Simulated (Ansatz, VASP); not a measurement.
**Two plane-wave programs on Cu**

File INCAR:

```
SYSTEM = Cu
  ALGO = Fast
  EDIFF = 1E-6
  ENCUT = 520
  GGA = PE
  ISIF = 2
  ISMEAR = 0
  LASPH = .True.
  LCHARG = .False.
  LREAL = .False.
  LWAVE = .False.
  NBANDS = 12
  NELM = 80
  PREC = Accurate
  SIGMA = 0.15
```

File KPOINTS:

```
k-points
0
Gamma
  24 24 24
  0 0 0
```

Contents of POSCAR:

```
Cu
1.0
    0.0000000000      1.9081184495      1.6219006821
    1.9081184495      0.0000000000      1.6219006821
    1.9081184495      1.9081184495      0.0000000000
Cu
1
Direct
    0.0000000000      0.0000000000      0.0000000000
```

Input for Ansatz:

```yaml
crystal:
  lattice:
    - [0.0, 1.9081184495, 1.6219006821]
    - [1.9081184495, 0.0, 1.6219006821]
    - [1.9081184495, 1.9081184495, 0.0]
  atoms:
    - { symbol: Cu, position: [0.0, 0.0, 0.0] }
basis:
  ecutwfc: 420
kpoints:
  mp_grid: { grid: [24, 24, 24] }
hamiltonian:
  xc: pbe
scf:
  occupations: { method: gaussian, width: 0.15 }
output:
  forces: true
  stress: true
  eigenvalues: true
```

Alike in both runs: task single point; functional PBE; k mesh 24 × 24 × 24; occupations gaussian, width 0.15 eV; no spin polarisation.

```csv
,VASP,Ansatz
version,VASP 6.6.1,Ansatz 0.2.0
potentials or method,"VASP PAW PBE potentials, release 64 (Cu), cutoff 520 eV","scalar-relativistic, plane waves, PAW"
valence electrons in the cell,11,19
```

|  | VASP | Ansatz | Ansatz less VASP |
| --- | --- | --- | --- |
| gap on the k mesh at the Fermi level (eV) | none | none | - |
| pressure (GPa) | 2.9 | 2.2 | -0.62 |
| traceless stress, the component that is largest in VASP (GPa) | 2.25 | 2.29 | +0.039 |

A gap of «none» marks a metal or a gap that the smearing closes. VASP's potentials hold 11 valence electrons a cell and Ansatz's 19, so a difference there can come from the potentials and not from the codes.
